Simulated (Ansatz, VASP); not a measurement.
Two plane-wave programs on LiF

```
Li F
1.0
     0.00000    2.01400    2.01400
     2.27824    0.00000    2.01400
     2.27824    2.01400    0.00000
Li F
1 1
Cartesian
  0.0000 0.0000 0.0000
  2.2782 2.0140 2.0140
```

Change from the starting cell: strain +0.1312 x Voigt [1, 0, 0, 0, 0, 0], atoms carried along.

Alike in both runs: task single point; functional r2SCAN; k mesh 10 × 10 × 10; occupations gaussian, width 0.05 eV; no spin polarisation.

|  | VASP | Ansatz |
| --- | --- | --- |
| version | VASP 6.6.1 | Ansatz 0.2.0 |
| potentials or method | VASP PAW PBE potentials, release 64 (Li_sv, F), cutoff 520 eV | scalar-relativistic, plane waves, PAW |
| valence electrons in the cell | 10 | 10 |

```tsv
	VASP	Ansatz	Ansatz less VASP
gap on the k mesh at the Fermi level (eV)	9.02	8.88	-0.146
least direct gap on the mesh (eV)	9.02	8.88	-0.146
```

VASP's potentials were made for PBE, not for r2SCAN.

Noted on VASP's run: the cutoff is short for stress, so the pressure is rough.
